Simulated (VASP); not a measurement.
# WC (Fm-3m) in VASP: a series of runs

The runs below take WC through single point, with HSE06, PBE0.

All numbers are computed with VASP 6.6.1; they aren't measurements. Logs are shortened: lines on timing, memory, paths and dates and some standing lists are left out, and cuts for length are marked.

**1. The cell of the first run**

The structure is cubic, space group Fm-3m (No. 225). The conventional cell has a = 4.356 Å, b = 4.356 Å, c = 4.356 Å, α = 90.00°, β = 90.00°, γ = 90.00°. W (site symmetry m-3m) has 6 C at 2.18 Å within 2.9 Å. Within 2.9 Å of C (site symmetry m-3m) lie 6 W at 2.18 Å.

**2. Single point, HSE06**

POSCAR

```
WC
1.0
    0.0000000000      2.1779675566      2.1779675566
    2.1779675566      0.0000000000      2.1779675566
    2.1779675566      2.1779675566      0.0000000000
W C
1 1
Direct
    0.0000000000      0.0000000000      0.0000000000
    0.5000000000      0.5000000000      0.5000000000
```

INCAR.step1

```
SYSTEM = WC
ALGO = Normal
EDIFF = 1E-5
ENCUT = 520
GGA = PE
ISIF = 2
ISMEAR = -1
LASPH = .True.
LCHARG = .False.
LREAL = .False.
LWAVE = .True.
NBANDS = 16
NELM = 60
PREC = Accurate
SIGMA = 0.05
```

INCAR.step2

```
SYSTEM = WC
ALGO = Normal
EDIFF = 1E-6
ENCUT = 520
GGA = PE
HFSCREEN = 0.2079
ISIF = 2
ISMEAR = -1
ISTART = 1
LASPH = .True.
LCHARG = .False.
LHFCALC = .True.
LREAL = .False.
LWAVE = .False.
NBANDS = 16
NELM = 60
PREC = Accurate
PRECFOCK = Normal
SIGMA = 0.05
```

KPOINTS

```
k-points
0
Gamma
  6 6 6
  0 0 0
```

Potentials or basis: VASP PAW PBE potentials, release 64 (W_sv, C).

The run is started by

```bash
$ cat potpaw_PBE.64/W_sv/POTCAR potpaw_PBE.64/C/POTCAR > POTCAR
$ cp INCAR.step1 INCAR
$ mpirun -np 1 vasp_std > vasp.out
$ cp INCAR.step2 INCAR
$ mpirun -np 1 vasp_std > vasp.out
```

OUTCAR:

```text
SYSTEM = WC
   EDIFF = 1E-6
   ENCUT = 520
   GGA = PE
   HFSCREEN = 0.2079
   ISIF = 2
   ISMEAR = -1
   ISTART = 1
   LASPH = .True.
   LHFCALC = .True.
   LREAL = .False.
   NELM = 60
   PREC = Accurate
   PRECFOCK = Normal

 ion  position               nearest neighbor table
   1  0.000  0.000  0.000-   2 2.18   2 2.18   2 2.18   2 2.18   2 2.18   2 2.18
   2  0.500  0.500  0.500-   1 2.18   1 2.18   1 2.18   1 2.18   1 2.18   1 2.18

  LATTYP: Found a face centered cubic cell.
 ALAT       =     4.3559351132

  Lattice vectors:

 A1 = (   0.0000000000,   2.1779675566,   2.1779675566)
 A2 = (   2.1779675566,   0.0000000000,   2.1779675566)
 A3 = (   2.1779675566,   2.1779675566,   0.0000000000)

Analysis of symmetry for initial positions (statically):
=====================================================================
 Subroutine PRICEL returns:
 Original cell was already a primitive cell.

 Routine SETGRP: Setting up the symmetry group for a
 face centered cubic supercell.

 Subroutine GETGRP returns: Found 48 space group operations
 (whereof 48 operations were pure point group operations)
 out of a pool of 48 trial point group operations.

The static configuration has the point symmetry O_h .

Analysis of symmetry for dynamics (positions and initial velocities):
=====================================================================
 Subroutine PRICEL returns:
 Original cell was already a primitive cell.

 Routine SETGRP: Setting up the symmetry group for a
 face centered cubic supercell.

 Subroutine GETGRP returns: Found 48 space group operations
 (whereof 48 operations were pure point group operations)
 out of a pool of 48 trial point group operations.

The dynamic configuration has the point symmetry O_h .

 Subroutine INISYM returns: Found 48 space group operations
 (whereof 48 operations are pure point group operations),
 and found     1 'primitive' translations

----------------------------------------------------------------------------------------

                                     Primitive cell

  volume of cell :      20.6626

  direct lattice vectors                    reciprocal lattice vectors
     0.000000000  2.177967557  2.177967557    -0.229571831  0.229571831  0.229571831
     2.177967557  0.000000000  2.177967557     0.229571831 -0.229571831  0.229571831
     2.177967557  2.177967557  0.000000000     0.229571831  0.229571831 -0.229571831

  length of vectors
     3.080111257  3.080111257  3.080111257     0.397630075  0.397630075  0.397630075

  position of ions in fractional coordinates (direct lattice)
     0.000000000  0.000000000  0.000000000
     0.500000000  0.500000000  0.500000000

  ion indices of the primitive-cell ions
   primitive index   ion index
                 1           1
                 2           2

----------------------------------------------------------------------------------------

 KPOINTS: k-points

Automatic generation of k-mesh.
 Grid dimensions read from file:
 generate k-points for:    6    6    6

 Generating k-lattice:

  Cartesian coordinates                     Fractional coordinates (reciprocal lattice)
    -0.038261972  0.038261972  0.038261972     0.166666667  0.000000000  0.000000000
     0.038261972 -0.038261972  0.038261972     0.000000000  0.166666667  0.000000000
     0.038261972  0.038261972 -0.038261972     0.000000000  0.000000000  0.166666667

  Length of vectors
     0.066271679  0.066271679  0.066271679

  Shift w.r.t. Gamma in fractional coordinates (k-lattice)
     0.000000000  0.000000000  0.000000000

 Subroutine IBZKPT returns following result:
 ===========================================

 Found     16 irreducible k-points:

 Following reciprocal coordinates:
            Coordinates               Weight
  0.000000  0.000000  0.000000      1.000000
  0.166667  0.000000  0.000000      8.000000
  0.333333  0.000000  0.000000      8.000000
  0.500000  0.000000  0.000000      4.000000
  0.166667  0.166667  0.000000      6.000000
  0.333333  0.166667  0.000000     24.000000
[... 8 lines left out ...]
 -0.333333  0.333333  0.166667     24.000000
 -0.333333  0.500000  0.166667     12.000000
   k-points           NKPTS =     16   k-points in BZ     NKDIM =    216   number of bands    NBANDS=     16
   number of dos      NEDOS =    301   number of ions     NIONS =      2
   total plane-waves  NPLWV =  13824
   dimension x,y,z NGX =    24 NGY =   24 NGZ =   24
   dimension x,y,z NGXF=    48 NGYF=   48 NGZF=   48
   ions per type =               1   1
   NGX,Y,Z   is equivalent  to a cutoff of  12.95, 12.95, 12.95 a.u.
   NGXF,Y,Z  is equivalent  to a cutoff of  25.91, 25.91, 25.91 a.u.
 SYSTEM =  WC
   PREC   = accura    normal or accurate (medium, high low for compatibility)
   ISTART =      1    job   : 0-new  1-cont  2-samecut
   ICHARG =      0    charge: 1-file 2-atom 10-const
   ISPIN  =      1    spin polarized calculation?
   LNONCOLLINEAR =      F non collinear calculations
   LSORBIT =      F    spin-orbit coupling
   LASPH  =      T    aspherical Exc in radial PAW
   ENCUT  =  520.0 eV  38.22 Ry    6.18 a.u.   5.73  5.73  5.73*2*pi/ulx,y,z
   NELM   =     60;   NELMIN=  2; NELMDL=  0     # of ELM steps
   EDIFF  = 0.1E-05   stopping-criterion for ELM
   LREAL  =      F    real-space projection
   EDIFFG = 0.1E-04   stopping-criterion for IOM
   NSW    =      0    number of steps for IOM
   IBRION =     -1    ionic relax: 0-MD 1-quasi-New 2-CG
   NFREE  =      0    steps in history (QN), initial steepest desc. (CG)
   ISIF   =      2    stress and relaxation
   ISYM   =      3    0-nonsym 1-usesym 2-fastsym
   POTIM  = 0.5000    time-step for ionic-motion
   TEBEG  =    0.0;   TEEND  =   0.0 temperature during run
   PSTRESS=    0.0 pullay stress
   NELECT =      18.0000    total number of electrons
   NUPDOWN=      -1.0000    fix difference up-down
   EMIN   =  10.00;   EMAX   =-10.00  energy-range for DOS
   EFERMI =   0.00;   METHOD = LEGACY
   ISMEAR =    -1;   SIGMA  =   0.05  broadening in eV -4-tet -1-fermi 0-gaus
   EFERMI_NEDOS =   21; number of points for ismear=-14 and -15
   IALGO  =     38    algorithm
   IMIX   =      1    mixing-type and parameters
     AMIX     =   0.40;   BMIX     =  1.00
     AMIX_MAG =   1.60;   BMIX_MAG =  1.00
  volume/ion in A,a.u.               =      10.33        69.72
  Fermi-wavevector in a.u.,A,eV,Ry     =   1.563523  2.954630 33.260857  2.444604
  Thomas-Fermi vector in A             =   2.666282
   LORBIT       =      0    0 simple, 1 ext, 2 COOP (PROOUT), +10 PAW based schemes
   GGA     = PE    functional components
   LHFCALC =     T    Hartree Fock is set to
   PRECFOCK=normal    Normal, Fast or Accurate (Low or Medium for compatibility)
   ENCUT4O =  -1.0   cutoff for four orbital integrals eV
   NKREDX  =     1    reduce k-point grid by
   NKREDY  =     1    reduce k-point grid by
   NKREDZ  =     1    reduce k-point grid by
   AEXX    =    0.2500 exact exchange contribution
   HFSCREEN=    0.2079 screening length (either q_TF or 0.3 A-1)
   HFSCREENC=   0.2079 screening length for correlation (either q_TF or 0.3 A-1)
   ENCUTFOCK=  -1.0 apply spherical cutoff to Coloumb kernel
   IVDW    =     0    specifies the selected vdW correction
   LEPSILON=     F    determine dielectric tensor
   LRPA    =     F    only Hartree local field effects (RPA)
 non-spin polarized calculation
  energy-cutoff  :      520.00
  volume of cell :       20.66
 maximum number of plane-waves:       568
  NGX = 18; NGY = 18; NGZ = 18

 number of electron      18.0000000 magnetization

 Free energy of the ion-electron system (eV)
  ---------------------------------------------------
  ext. energy  EPLUGINS =         0.00000000
  ---------------------------------------------------
  free energy    TOTEN  =       -24.80694445 eV

  energy without entropy =      -24.79901613  energy(sigma->0) =      -24.80298029

 E-fermi :  12.6993     XC(G=0): -11.2509

 val. band max:       12.6254866408   @ k =  -0.3333   0.1667   0.0000
 cond. band min:      13.0157257895   @ k =  -0.3333   0.3333   0.1667
 fundamental gap:      0.3902391487
 Fermi energy:        12.6992977798

 k-point     1 :       0.0000    0.0000    0.0000
  band No.  band energies     occupation
      1     -67.0144      2.00000
      2     -29.4942      2.00000
      3     -29.4942      2.00000
      4     -29.4942      2.00000
      5      -5.3175      2.00000
      6       9.4215      2.00000
[... 8 lines left out ...]
     15      22.9912      0.00000
     16      37.5381      0.00000

 k-point     2 :       0.1667    0.0000    0.0000
  band No.  band energies     occupation
      1     -67.0020      2.00000
      2     -29.6930      2.00000
      3     -29.5158      2.00000
      4     -29.5158      2.00000
      5      -4.4691      2.00000
      6       7.0846      2.00000
[... 8 lines left out ...]
     15      24.7455      0.00000
     16      32.5947      0.00000

 k-point     3 :       0.3333    0.0000    0.0000
  band No.  band energies     occupation
      1     -66.9772      2.00000
      2     -30.0732      2.00000
      3     -29.5578      2.00000
      4     -29.5578      2.00000
      5      -2.3205      2.00000
      6       3.8023      2.00000
[... 8 lines left out ...]
     15      26.8684      0.00000
     16      28.3246      0.00000

 k-point     4 :       0.5000    0.0000    0.0000
  band No.  band energies     occupation
      1     -66.9648      2.00000
      2     -30.2552      2.00000
      3     -29.5786      2.00000
      4     -29.5786      2.00000
      5      -0.1938      2.00000
      6       1.4003      2.00000
[... 8 lines left out ...]
     15      25.2799      0.00000
     16      25.2799      0.00000
[... 172 lines left out ...]
 k-point    14 :       0.5000    0.3333    0.1667
  band No.  band energies     occupation
      1     -66.9603      2.00000
      2     -30.0508      2.00000
      3     -29.7996      2.00000
      4     -29.6500      2.00000
      5      -1.9691      2.00000
      6       3.8055      2.00000
[... 8 lines left out ...]
     15      25.1710      0.00000
     16      26.9494      0.00000

 k-point    15 :      -0.3333    0.3333    0.1667
  band No.  band energies     occupation
      1     -66.9519      2.00000
      2     -30.0779      2.00000
      3     -29.8801      2.00000
      4     -29.6936      2.00000
      5      -1.5427      2.00000
      6       3.7395      2.00000
[... 8 lines left out ...]
     15      26.2330      0.00000
     16      27.0903      0.00000

 k-point    16 :      -0.3333    0.5000    0.1667
  band No.  band energies     occupation
      1     -66.9475      2.00000
      2     -30.0797      2.00000
      3     -29.8753      2.00000
      4     -29.7724      2.00000
      5      -2.2051      2.00000
      6       5.6108      2.00000
[... 8 lines left out ...]
     15      25.8663      0.00000
     16      28.3748      0.00000

------------------------ aborting loop because EDIFF is reached ----------------------------------------

  FORCE on cell =-STRESS in cart. coord.  units (eV):
  Direction    XX          YY          ZZ          XY          YZ          ZX
  --------------------------------------------------------------------------------------
  -------------------------------------------------------------------------------------
  Total       -0.2783939     -0.2783939     -0.2783939      0.0000000      0.0000000      0.0000000
  in kB      -21.5866889    -21.5866889    -21.5866889      0.0000000      0.0000000      0.0000000
  external PRESSURE =     -21.5866889 kB  Pullay stress =       0.0000000 kB

 VOLUME and BASIS-vectors are now :
 -----------------------------------------------------------------------------
  energy-cutoff  :      520.00
  volume of cell :       20.66
      direct lattice vectors                 reciprocal lattice vectors
     0.000000000  2.177967557  2.177967557    -0.229571831  0.229571831  0.229571831
     2.177967557  0.000000000  2.177967557     0.229571831 -0.229571831  0.229571831
     2.177967557  2.177967557  0.000000000     0.229571831  0.229571831 -0.229571831

 POSITION                                       TOTAL-FORCE (eV/Angst)
 -----------------------------------------------------------------------------------
      0.00000      0.00000      0.00000         0.000000     -0.000000     -0.000000
      2.17797      2.17797      2.17797        -0.000000      0.000000      0.000000
 -----------------------------------------------------------------------------------
    total drift:                                0.000000      0.000000      0.000000

  FREE ENERGIE OF THE ION-ELECTRON SYSTEM (eV)
  ---------------------------------------------------
  free  energy   TOTEN  =       -24.8069444485 eV

  energy  without entropy=      -24.7990161341  energy(sigma->0) =      -24.80298029
```

It took 42 min on 1 thread of AMD EPYC 7R43 (Zen 3), shared host; peak memory 0.22 GiB.

Results:

```
Free energy            : -24.8069 eV
Pressure               : -2.2 GPa
Band gap on the k mesh : zero (bands 9 and 10 overlap by 3.46 eV)
```

Caveat: the k points lie up to 0.42 Å⁻¹ apart, too coarse for converged energies and pressures of a metal; the PAW data sets were made with another functional, which shifts forces and pressure a little; spin-orbit coupling is left out, which moves the levels of the heavy elements.

**3. Single point, PBE0**

POSCAR is that of step 2.

INCAR.step1

```
SYSTEM = WC
PREC = Accurate ; ENCUT = 520
EDIFF = 1E-5 ; ISMEAR = -1
SIGMA = 0.05 ; LREAL = .FALSE.
LASPH = .TRUE. ; NELM = 60
ALGO = Normal ; ISIF = 2
LWAVE = .TRUE. ; LCHARG = .FALSE.
GGA = PE ; NBANDS = 16
```

INCAR.step2

```
SYSTEM = WC
PREC = Accurate ; ENCUT = 520
EDIFF = 1E-6 ; ISMEAR = -1
SIGMA = 0.05 ; LREAL = .FALSE.
LASPH = .TRUE. ; NELM = 60
ALGO = Normal ; ISIF = 2
LWAVE = .FALSE. ; LCHARG = .FALSE.
GGA = PE ; LHFCALC = .TRUE.
AEXX = 0.25 ; PRECFOCK = Normal
ISTART = 1 ; NBANDS = 16
```

KPOINTS

```
Automatic mesh
0
G
  6 6 6
  0 0 0
```

Potentials or basis: VASP PAW PBE potentials, release 64 (W_sv, C).

The run is started by

```bash
$ cat potpaw_PBE.64/W_sv/POTCAR potpaw_PBE.64/C/POTCAR > POTCAR
$ cp INCAR.step1 INCAR
$ mpirun -np 1 vasp_std > vasp.out
$ cp INCAR.step2 INCAR
$ mpirun -np 1 vasp_std > vasp.out
```

Run time: 48 min. Hardware: 1 thread of AMD EPYC 7R43 (Zen 3), shared host; peak memory 0.13 GiB.

It converged, with:

```yaml
Free_energy: -26.4892 eV
Pressure: -2.4 GPa
Band_gap_on_the_k_mesh: zero (bands 9 and 10 overlap by 4.11 eV)
```

Levels at points of the mesh, in eV from the Fermi level:
```
           k point  band 6  band 7  band 8  band 9  band 10  band 11  band 12  band 13
(0.00, 0.00, 0.00)   -3.50   -3.50   -3.50   -1.51    -1.51    -1.51    -1.13    -1.13
(0.50, 0.00, 0.00)  -11.57   -7.95   -7.95    1.81     1.81     3.54     5.89    10.70
(0.50, 0.50, 0.00)   -6.99   -6.85   -3.32   -3.32     1.75     3.43     3.43     6.97
```

Caveat: the k points lie up to 0.42 Å⁻¹ apart, too coarse for converged energies and pressures of a metal; the PAW data sets were made with another functional, which shifts forces and pressure a little; spin-orbit coupling is left out, which moves the levels of the heavy elements.

**4. Single point, PBE0**

This run uses another cell than the first one, of 11.17 Å³/atom.

POSCAR

```
WC
1.0
    0.0000000000      2.2356887219      2.2356887219
    2.2356887219      0.0000000000      2.2356887219
    2.2356887219      2.2356887219      0.0000000000
W C
1 1
Direct
    0.0000000000      0.0000000000      0.0000000000
    0.5000000000      0.5000000000      0.5000000000
```

INCAR.step1

```
SYSTEM = WC
ALGO = Normal
EDIFF = 1E-5
ENCUT = 520
GGA = PE
ISIF = 2
ISMEAR = -1
LASPH = .TRUE.
LCHARG = .FALSE.
LREAL = .FALSE.
LWAVE = .TRUE.
NBANDS = 16
NELM = 60
PREC = Accurate
SIGMA = 0.05
```

INCAR.step2

```
SYSTEM = WC
AEXX = 0.25
ALGO = Normal
EDIFF = 1E-6
ENCUT = 520
GGA = PE
ISIF = 2
ISMEAR = -1
ISTART = 1
LASPH = .TRUE.
LCHARG = .FALSE.
LHFCALC = .TRUE.
LREAL = .FALSE.
LWAVE = .FALSE.
NBANDS = 16
NELM = 60
PREC = Accurate
PRECFOCK = Normal
SIGMA = 0.05
```

KPOINTS

```
k-points
0
G
  6 6 6
  0 0 0
```

The run is started by

```bash
$ cat potpaw_PBE.64/W_sv/POTCAR potpaw_PBE.64/C/POTCAR > POTCAR
$ cp INCAR.step1 INCAR
$ mpirun -np 1 vasp_std > vasp.out
$ cp INCAR.step2 INCAR
$ mpirun -np 1 vasp_std > vasp.out
```

Run time: 66 min. Hardware: 1 thread of Intel Xeon 8259CL, shared host; peak memory 0.16 GiB.

It converged, with:

- Free energy: -26.3174 eV
- Pressure: -28.6 GPa
- Band gap on the k mesh: zero (bands 9 and 10 overlap by 3.71 eV)

Levels at points of the mesh, in eV from the Fermi level:
| k point | band 5 | band 6 | band 7 | band 8 | band 9 | band 10 | band 11 | band 12 | band 13 | band 14 |
| --- | --- | --- | --- | --- | --- | --- | --- | --- | --- | --- |
| (0.00, 0.00, 0.00) | -17.54 | -3.19 | -3.19 | -3.19 | -1.32 | -1.32 | -1.32 | -1.05 | -1.05 | 7.21 |
| (0.50, 0.00, 0.00) | -12.95 | -10.83 | -7.34 | -7.34 | 1.62 | 1.62 | 3.19 | 5.76 | 9.82 | 9.82 |
| (0.50, 0.50, 0.00) | -15.19 | -6.61 | -6.34 | -3.15 | -3.15 | 1.59 | 3.08 | 3.08 | 6.18 | 7.94 |

Caveat: the k points lie up to 0.41 Å⁻¹ apart, too coarse for converged energies and pressures of a metal; the PAW data sets were made with another functional, which shifts forces and pressure a little; spin-orbit coupling is left out, which moves the levels of the heavy elements.

**5. The runs side by side**

```tsv
level	cell	screening parameter	gap on the mesh (eV)	pressure (GPa)
HSE06	a = 3.080 Å, angles 60.0°, 2 atoms	0.2079 1/Å	none	-2.2
PBE0	a = 3.080 Å, angles 60.0°, 2 atoms	-	none	-2.4
PBE0	a = 3.162 Å, angles 60.0°, 2 atoms	-	none	-28.6
```

Alike in all rows: task single point; potentials or basis VASP PAW PBE potentials, release 64 (W_sv, C); no spin polarisation; k mesh 6 × 6 × 6; cutoff (eV) 520; smearing fermi-dirac 0.05 eV.

Caveats: all runs use coarse meshes; the PAW data sets were made with another functional, which shifts forces and pressure a little; spin-orbit coupling is left out, which moves the levels of the heavy elements.

Total energies depend on the potentials used, so only differences within one code and one set of settings carry meaning.

The gap in the log of VASP goes by the Fermi energy; the results here count the filled bands.